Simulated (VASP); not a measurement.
# FeBiSe3 (Pm-3m) in VASP: further runs

The runs below take FeBiSe3 through single point, relaxation of cell and atoms, with PBE.

Program: VASP 6.6.1. These are calculated values, not measurements. Logs are shortened: lines on timing, memory, paths and dates and some standing lists are left out, and cuts for length are marked.

## 1. The cell of the first run

Symmetry: Pm-3m, No. 221, cubic system. Conventional cell: a = 4.952 Å, b = 4.952 Å, c = 4.952 Å, α = 90.00°, β = 90.00°, γ = 90.00°. Within 3.3 Å of Fe (site symmetry m-3m) lie 6 Se at 2.48 Å. Bi (site symmetry m-3m) has 12 Se at 3.50 Å and 8 Fe at 4.29 Å within 4.6 Å. Se (site symmetry 4/mmm) has 2 Fe at 2.48 Å within 3.3 Å.

## 2. Single point, PBE, collinear spin, ferromagnetic start

File INCAR:

```
SYSTEM = FeBiSe3
PREC     = Accurate       ! precision mode
ENCUT    = 520            ! plane-wave cutoff, eV
EDIFF    = 1E-7           ! SCF threshold, eV
ISMEAR   = 0              ! smearing method
SIGMA    = 0.1            ! smearing width, eV
LREAL    = .FALSE.        ! projectors in reciprocal space
LASPH    = .TRUE.         ! aspherical terms in the spheres
NELM     = 150            ! most SCF steps
ALGO     = Normal         ! electronic algorithm
ISIF     = 2              ! what is computed and relaxed
LWAVE    = .FALSE.        ! write WAVECAR
LCHARG   = .FALSE.        ! write CHGCAR
ISPIN    = 2              ! spin polarisation
MAGMOM   = 4 0 0 0 0      ! initial moments
LORBIT   = 11             ! projections on sites
LMAXMIX  = 4              ! l up to which the mixer works
GGA      = PE             ! functional
NBANDS   = 32             ! bands
```

File KPOINTS:

```
Automatic mesh
0
G
  4 4 4
  0 0 0
```

File POSCAR:

```
FeBiSe3
1.0
    4.9519551600      0.0000000000      0.0000000000
    0.0000000000      4.9519551600      0.0000000000
    0.0000000000      0.0000000000      4.9519551600
Fe Bi Se
1 1 3
Direct
    0.0000000000      0.0000000000      0.0000000000
    0.5000000000      0.5000000000      0.5000000000
    0.5000000000      0.0000000000      0.0000000000
    0.0000000000      0.5000000000      0.0000000000
    0.0000000000      0.0000000000      0.5000000000
```

Potentials or basis: VASP PAW PBE potentials, release 64 (Fe, Bi_d, Se).

The run is started by

```console
cat potpaw_PBE.64/Fe/POTCAR potpaw_PBE.64/Bi_d/POTCAR potpaw_PBE.64/Se/POTCAR > POTCAR
mpirun -np 1 vasp_std > vasp.out
```

OUTCAR:

```text
SYSTEM = FeBiSe3
   PREC = Accurate
   ENCUT = 520
   EDIFF = 1E-7
   ISMEAR = 0
   LREAL = .FALSE.
   LASPH = .TRUE.
   NELM = 150
   ISIF = 2
   ISPIN = 2
   LORBIT = 11
   GGA = PE

 ion  position               nearest neighbor table
   1  0.000  0.000  0.000-   3 2.48   4 2.48   5 2.48   5 2.48   4 2.48   3 2.48
   2  0.500  0.500  0.500-
   3  0.500  0.000  0.000-   1 2.48   1 2.48
   4  0.000  0.500  0.000-   1 2.48   1 2.48
   5  0.000  0.000  0.500-   1 2.48   1 2.48

  LATTYP: Found a simple cubic cell.
 ALAT       =     4.9519551600

  Lattice vectors:

 A1 = (   4.9519551600,   0.0000000000,   0.0000000000)
 A2 = (   0.0000000000,   4.9519551600,   0.0000000000)
 A3 = (   0.0000000000,   0.0000000000,   4.9519551600)

Analysis of symmetry for initial positions (statically):
=====================================================================
 Subroutine PRICEL returns:
 Original cell was already a primitive cell.

 Routine SETGRP: Setting up the symmetry group for a
 simple cubic supercell.

 Subroutine GETGRP returns: Found 48 space group operations
[... 9 lines left out ...]

 Routine SETGRP: Setting up the symmetry group for a
 simple cubic supercell.

 Subroutine GETGRP returns: Found 48 space group operations
 (whereof 48 operations were pure point group operations)
 out of a pool of 48 trial point group operations.

The dynamic configuration has the point symmetry O_h .

Analysis of structural, dynamic, and magnetic symmetry:
=====================================================================
 Subroutine PRICEL returns:
 Original cell was already a primitive cell.

 Routine SETGRP: Setting up the symmetry group for a
 simple cubic supercell.

 Subroutine GETGRP returns: Found 48 space group operations
 (whereof 48 operations were pure point group operations)
 out of a pool of 48 trial point group operations.

The overall configuration has the point symmetry O_h .

 Subroutine INISYM returns: Found 48 space group operations
[... 5 lines left out ...]
                                     Primitive cell

  volume of cell :     121.4312

  direct lattice vectors                    reciprocal lattice vectors
     4.951955160  0.000000000  0.000000000     0.201940439  0.000000000  0.000000000
     0.000000000  4.951955160  0.000000000     0.000000000  0.201940439  0.000000000
     0.000000000  0.000000000  4.951955160     0.000000000  0.000000000  0.201940439

  length of vectors
     4.951955160  4.951955160  4.951955160     0.201940439  0.201940439  0.201940439

  position of ions in fractional coordinates (direct lattice)
     0.000000000  0.000000000  0.000000000
     0.500000000  0.500000000  0.500000000
     0.500000000  0.000000000  0.000000000
     0.000000000  0.500000000  0.000000000
     0.000000000  0.000000000  0.500000000

  ion indices of the primitive-cell ions
   primitive index   ion index
                 1           1
                 2           2
                 3           3
                 4           4
                 5           5

----------------------------------------------------------------------------------------

 KPOINTS: Automatic mesh

Automatic generation of k-mesh.
 Grid dimensions read from file:
 generate k-points for:    4    4    4

 Generating k-lattice:

  Cartesian coordinates                     Fractional coordinates (reciprocal lattice)
     0.050485110  0.000000000  0.000000000     0.250000000  0.000000000  0.000000000
     0.000000000  0.050485110  0.000000000     0.000000000  0.250000000  0.000000000
     0.000000000  0.000000000  0.050485110     0.000000000  0.000000000  0.250000000

  Length of vectors
     0.050485110  0.050485110  0.050485110

  Shift w.r.t. Gamma in fractional coordinates (k-lattice)
     0.000000000  0.000000000  0.000000000

 Subroutine IBZKPT returns following result:
 ===========================================

 Found     10 irreducible k-points:

 Following reciprocal coordinates:
            Coordinates               Weight
  0.000000  0.000000  0.000000      1.000000
[... 51 lines left out ...]
[... 24 lines left out ...]
     31      12.0042      0.00000
     32      12.0042      0.00000
[... 243 lines left out ...]
     31      13.2445      0.00000
     32      13.3527      0.00000

 k-point    10 :       0.5000    0.5000    0.5000
  band No.  band energies     occupation
      1     -18.8746      1.00000
      2     -18.8746      1.00000
      3     -18.8746      1.00000
      4     -18.8724      1.00000
      5     -18.8724      1.00000
      6      -8.0515      1.00000
[... 24 lines left out ...]
     31      13.0399      0.00000
     32      13.0399      0.00000
 Fermi energy:         4.4651492744

 spin component 2

 k-point     1 :       0.0000    0.0000    0.0000
  band No.  band energies     occupation
      1     -18.8940      1.00000
      2     -18.8940      1.00000
      3     -18.8880      1.00000
      4     -18.8880      1.00000
      5     -18.8880      1.00000
      6      -9.5817      1.00000
[... 24 lines left out ...]
     31      10.9166      0.00000
     32      10.9166      0.00000

 k-point     2 :       0.2500    0.0000    0.0000
  band No.  band energies     occupation
      1     -18.8938      1.00000
      2     -18.8927      1.00000
      3     -18.8885      1.00000
      4     -18.8885      1.00000
      5     -18.8880      1.00000
      6      -9.3325      1.00000
[... 24 lines left out ...]
     31      12.1677      0.00000
     32      12.1677      0.00000
[... 243 lines left out ...]
     31      13.2829      0.00000
     32      13.4154      0.00000

 k-point    10 :       0.5000    0.5000    0.5000
  band No.  band energies     occupation
      1     -18.8903      1.00000
      2     -18.8903      1.00000
      3     -18.8903      1.00000
      4     -18.8898      1.00000
      5     -18.8898      1.00000
      6      -7.9999      1.00000
[... 24 lines left out ...]
     31      13.1973      0.00000
     32      13.1973      0.00000

------------------------ aborting loop because EDIFF is reached ----------------------------------------

  FORCE on cell =-STRESS in cart. coord.  units (eV):
  Direction    XX          YY          ZZ          XY          YZ          ZX
  --------------------------------------------------------------------------------------
  -------------------------------------------------------------------------------------
  Total       -4.0348228     -4.0348228     -4.0348228     -0.0000000      0.0000000     -0.0000000
  in kB      -53.2359412    -53.2359412    -53.2359412     -0.0000000      0.0000000     -0.0000000
  external PRESSURE =     -53.2359412 kB  Pullay stress =       0.0000000 kB

 VOLUME and BASIS-vectors are now :
 -----------------------------------------------------------------------------
  energy-cutoff  :      520.00
  volume of cell :      121.43
      direct lattice vectors                 reciprocal lattice vectors
     4.951955160  0.000000000  0.000000000     0.201940439  0.000000000  0.000000000
     0.000000000  4.951955160  0.000000000     0.000000000  0.201940439  0.000000000
     0.000000000  0.000000000  4.951955160     0.000000000  0.000000000  0.201940439

 POSITION                                       TOTAL-FORCE (eV/Angst)
 -----------------------------------------------------------------------------------
      0.00000      0.00000      0.00000         0.000000      0.000000      0.000000
      2.47598      2.47598      2.47598         0.000000      0.000000      0.000000
      2.47598      0.00000      0.00000         0.000000      0.000000      0.000000
      0.00000      2.47598      0.00000         0.000000      0.000000      0.000000
      0.00000      0.00000      2.47598         0.000000      0.000000      0.000000
 -----------------------------------------------------------------------------------
    total drift:                               -0.000000      0.000000     -0.000000

  FREE ENERGIE OF THE ION-ELECTRON SYSTEM (eV)
  ---------------------------------------------------
  free  energy   TOTEN  =       -21.9659643865 eV

  energy  without entropy=      -21.9326813171  energy(sigma->0) =      -21.94932285

 total charge

# of ion       s       p       d       tot
------------------------------------------
    1        0.359   0.393   6.218   6.970
    2        1.592   0.971   9.916  12.479
    3        1.485   2.230   0.032   3.746
    4        1.485   2.230   0.032   3.746
    5        1.485   2.230   0.032   3.746
--------------------------------------------------
tot          6.407   8.053  16.229  30.689

 magnetization (x)

# of ion       s       p       d       tot
------------------------------------------
    1        0.036   0.006   2.355   2.397
    2        0.003  -0.073   0.002  -0.068
    3        0.008   0.029   0.002   0.039
    4        0.008   0.029   0.002   0.039
    5        0.008   0.029   0.002   0.039
--------------------------------------------------
tot          0.063   0.020   2.362   2.446
```

Run time: 70 s. Hardware: 1 thread of Intel Xeon Platinum 8559C (Emerald Rapids), shared host; peak memory 0.32 GiB.

What came out:

```yaml
Free_energy: -21.9660 eV
Pressure: -5.3 GPa
Net_moment: 2.53 μB per cell
Site_moments: Fe +2.40; Bi -0.07; Se +0.04 μB
Valence_electrons_inside_the_program's_atomic_spheres: Fe 6.97; Bi 12.48; Se 3.75
```

Levels at points of the mesh, in eV from the Fermi level:
Spin up:
```tsv
k point	band 20	band 21	band 22	band 23	band 24	band 25
(0.00, 0.00, 0.00)	-1.19	-1.04	-1.04	-1.04	2.55	2.55
(0.50, 0.00, 0.00)	-1.53	-0.94	-0.63	-0.63	-0.18	1.50
(0.50, 0.50, 0.00)	-0.95	-0.95	-0.29	0.28	1.92	1.92
(0.50, 0.50, 0.50)	0.30	0.30	2.25	2.25	2.84	2.84
```
Spin down:
| k point | band 17 | band 18 | band 19 | band 20 | band 21 | band 22 |
| --- | --- | --- | --- | --- | --- | --- |
| (0.00, 0.00, 0.00) | -1.06 | -1.06 | -0.62 | -0.62 | -0.62 | 0.04 |
| (0.50, 0.00, 0.00) | -0.60 | -0.56 | -0.56 | -0.55 | 0.05 | 0.08 |
| (0.50, 0.50, 0.00) | -2.51 | -0.37 | 0.34 | 0.43 | 0.52 | 0.55 |
| (0.50, 0.50, 0.50) | -0.03 | -0.03 | 0.45 | 0.45 | 0.45 | 2.97 |

Caveat: spin-orbit coupling is left out, which moves the levels of the heavy elements; a cell with one magnetic atom can't hold antiferromagnetic order, which such compounds often take.

## 3. Single point, PBE, collinear spin, ferromagnetic start

This run uses another cell than the first one, of 22.00 Å³/atom, 0.906 times its volume.

File INCAR:

```
ALGO = Normal
EDIFF = 1E-6
ENCUT = 520
GGA = PE
ISIF = 2
ISMEAR = 0
ISPIN = 2
LASPH = T
LCHARG = F
LMAXMIX = 4
LORBIT = 11
LREAL = F
LWAVE = F
MAGMOM = 4 0 0 0 0
NBANDS = 32
NELM = 150
PREC = Accurate
SIGMA = 0.1
```

File KPOINTS:

```
k-points
0
Gamma
  4 4 4
```

Changes to POSCAR since step 2:

```diff
@@ -2,5 +2,5 @@
 1.0
-    4.9519551600      0.0000000000      0.0000000000
-    0.0000000000      4.9519551600      0.0000000000
-    0.0000000000      0.0000000000      4.9519551600
+    4.7911614901      0.0000000000      0.0000000000
+    0.0000000000      4.7911614901      0.0000000000
+    0.0000000000      0.0000000000      4.7911614901
 Fe Bi Se
```

Potentials or basis: VASP PAW PBE potentials, release 64 (Fe, Bi_d, Se).

The run is started by

```console
cat potpaw_PBE.64/Fe/POTCAR potpaw_PBE.64/Bi_d/POTCAR potpaw_PBE.64/Se/POTCAR > POTCAR
mpirun -np 1 vasp_std > vasp.out
```

Wall time 41 s (1 thread of Intel Xeon Platinum 8559C (Emerald Rapids), shared host); peak memory 0.26 GiB.

The run converged. Its results:

- Free energy: -22.1657 eV
- Pressure: 0.3 GPa
- Net moment: 2.43 μB per cell
- Site moments: Fe +2.19; Bi -0.07; Se +0.07 μB
- Valence electrons inside the program's atomic spheres: Fe 7.18; Bi 12.52; Se 3.79

Levels at points of the mesh, in eV from the Fermi level:
Spin up:
| k point | band 20 | band 21 | band 22 | band 23 | band 24 | band 25 |
| --- | --- | --- | --- | --- | --- | --- |
| (0.00, 0.00, 0.00) | -1.29 | -1.02 | -1.02 | -1.02 | 3.04 | 3.04 |
| (0.50, 0.00, 0.00) | -1.41 | -0.87 | -0.60 | -0.60 | 0.19 | 1.77 |
| (0.50, 0.50, 0.00) | -0.81 | -0.81 | -0.34 | 0.44 | 2.29 | 2.29 |
| (0.50, 0.50, 0.50) | 0.46 | 0.46 | 2.88 | 2.88 | 3.40 | 3.40 |
Spin down:
| k point | band 16 | band 17 | band 18 | band 19 | band 20 | band 21 | band 22 | band 23 |
| --- | --- | --- | --- | --- | --- | --- | --- | --- |
| (0.00, 0.00, 0.00) | -1.01 | -1.01 | -1.01 | -0.79 | -0.79 | -0.79 | 0.07 | 0.07 |
| (0.50, 0.00, 0.00) | -1.54 | -0.77 | -0.58 | -0.49 | -0.49 | 0.08 | 0.08 | 0.09 |
| (0.50, 0.50, 0.00) | -2.83 | -2.83 | -0.41 | 0.45 | 0.58 | 0.62 | 0.63 | 0.63 |
| (0.50, 0.50, 0.50) | -0.06 | -0.06 | -0.06 | 0.64 | 0.64 | 0.64 | 3.54 | 3.54 |

Caveat: spin-orbit coupling is left out, which moves the levels of the heavy elements; a cell with one magnetic atom can't hold antiferromagnetic order, which such compounds often take. With open d or f shells a metallic result of PBE can be an artefact of self-interaction; +U or a hybrid may open a gap.

## 4. Relaxation of cell and atoms, PBE, collinear spin, ferromagnetic start

File INCAR:

```
SYSTEM = FeBiSe3
ALGO = Normal ; EDIFF = 1E-6
EDIFFG = -0.04 ; ENCUT = 600
GGA = PE ; IBRION = 2
ISIF = 3 ; ISMEAR = 0
ISPIN = 2 ; LASPH = .True.
LCHARG = .False. ; LMAXMIX = 4
LORBIT = 11 ; LREAL = .False.
LWAVE = .False. ; MAGMOM = 4 0 0 0 0
NELM = 150 ; NSW = 90
PREC = Accurate ; SIGMA = 0.1
```

File KPOINTS:

```
k-points
0
Gamma
  4 4 4
  0 0 0
```

Changes to POSCAR since step 3:

```diff
@@ -2,5 +2,5 @@
 1.0
-    4.7911614901      0.0000000000      0.0000000000
-    0.0000000000      4.7911614901      0.0000000000
-    0.0000000000      0.0000000000      4.7911614901
+    4.9519551600      0.0000000000      0.0000000000
+    0.0000000000      4.9519551600      0.0000000000
+    0.0000000000      0.0000000000      4.9519551600
 Fe Bi Se
```

The run is started by

```console
cat potpaw_PBE.64/Fe/POTCAR potpaw_PBE.64/Bi_d/POTCAR potpaw_PBE.64/Se/POTCAR > POTCAR
mpirun -np 1 vasp_std > vasp.out
```

Run time: 3.1 min. Hardware: 1 thread of Intel Xeon Platinum 8559C (Emerald Rapids), shared host; peak memory 0.31 GiB.

The run converged. Its results:

```
Free energy                                           : -22.1667 eV
Relaxed volume                                        : 22.08 Å³/atom
Relaxed cell                                          : a = 4.797 Å, b = 4.797 Å, c = 4.797 Å, α = 90.00°, β = 90.00°, γ = 90.00°
Space group after relaxing (to 0.05 Å)                : Pm-3m (No. 221)
Energy gained by relaxing                             : 40.2 meV/atom
Ionic steps                                           : 3
Pressure after relaxing                               : 0.0 GPa
Net moment                                            : 2.43 μB per cell
Site moments                                          : Fe +2.19; Bi -0.07; Se +0.07 μB
Valence electrons inside the program's atomic spheres : Fe 7.17; Bi 12.51; Se 3.79
```

The path:
| step | energy change (eV) | largest force (eV/Å) | pressure (GPa) | volume (Å³) |
| --- | --- | --- | --- | --- |
| 1 | 0.0000 | 0.0000 | -5.33 | 121.43 |
| 2 | -0.1876 | 0.0000 | 1.81 | 107.79 |
| 3 | -0.2011 | 0.0000 | -0.02 | 110.38 |

Final structure:
```xyz
5
Lattice="4.7970 0.0000 0.0000 0.0000 4.7970 0.0000 0.0000 0.0000 4.7970" Properties=species:S:1:pos:R:3 pbc="T T T"
Fe    0.0000    0.0000    0.0000
Bi    2.3985    2.3985    2.3985
Se    2.3985    0.0000    0.0000
Se    0.0000    2.3985    0.0000
Se    0.0000    0.0000    2.3985
```

Levels at points of the mesh, in eV from the Fermi level:
Spin up:
| k point | band 18 | band 19 | band 20 | band 21 | band 22 | band 23 | band 24 | band 25 | band 26 |
| --- | --- | --- | --- | --- | --- | --- | --- | --- | --- |
| (0.00, 0.00, 0.00) | -1.29 | -1.29 | -1.29 | -1.03 | -1.03 | -1.03 | 3.02 | 3.02 | 3.02 |
| (0.50, 0.00, 0.00) | -1.68 | -1.41 | -1.41 | -0.87 | -0.60 | -0.60 | 0.17 | 1.76 | 1.76 |
| (0.50, 0.50, 0.00) | -1.39 | -1.14 | -0.81 | -0.81 | -0.34 | 0.43 | 2.27 | 2.27 | 2.79 |
| (0.50, 0.50, 0.50) | -1.86 | 0.45 | 0.45 | 0.45 | 2.86 | 2.86 | 3.38 | 3.38 | 3.38 |
Spin down:
| k point | band 16 | band 17 | band 18 | band 19 | band 20 | band 21 | band 22 | band 23 |
| --- | --- | --- | --- | --- | --- | --- | --- | --- |
| (0.00, 0.00, 0.00) | -1.01 | -1.01 | -1.01 | -0.78 | -0.78 | -0.78 | 0.07 | 0.07 |
| (0.50, 0.00, 0.00) | -1.54 | -0.76 | -0.58 | -0.49 | -0.49 | 0.08 | 0.08 | 0.09 |
| (0.50, 0.50, 0.00) | -2.81 | -2.81 | -0.41 | 0.45 | 0.57 | 0.61 | 0.63 | 0.63 |
| (0.50, 0.50, 0.50) | -0.06 | -0.06 | -0.06 | 0.63 | 0.63 | 0.63 | 3.52 | 3.52 |

Caveat: spin-orbit coupling is left out, which moves the levels of the heavy elements; a cell with one magnetic atom can't hold antiferromagnetic order, which such compounds often take. With open d or f shells a metallic result of PBE can be an artefact of self-interaction; +U or a hybrid may open a gap.

## 5. The runs side by side

```tsv
task	cell	cutoff (eV)	gap on the mesh (eV)	pressure (GPa)	moment (μB)
single point	a = 4.952 Å, 5 atoms	520	none	-5.3	2.53
single point	a = 4.791 Å, 5 atoms	520	none	0.3	2.43
relaxation of cell and atoms	relaxed from a = 4.952 Å, 5 atoms	600	none	0.0	2.43
```

Alike in all rows: level PBE; potentials or basis VASP PAW PBE potentials, release 64 (Fe, Bi_d, Se); spin collinear, ferromagnetic start; k mesh 4 × 4 × 4; smearing gaussian 0.1 eV.

Caveats: spin-orbit coupling is left out, which moves the levels of the heavy elements; a cell with one magnetic atom can't hold antiferromagnetic order, which such compounds often take.

Total energies depend on the potentials used, so only differences within one code and one set of settings carry meaning.
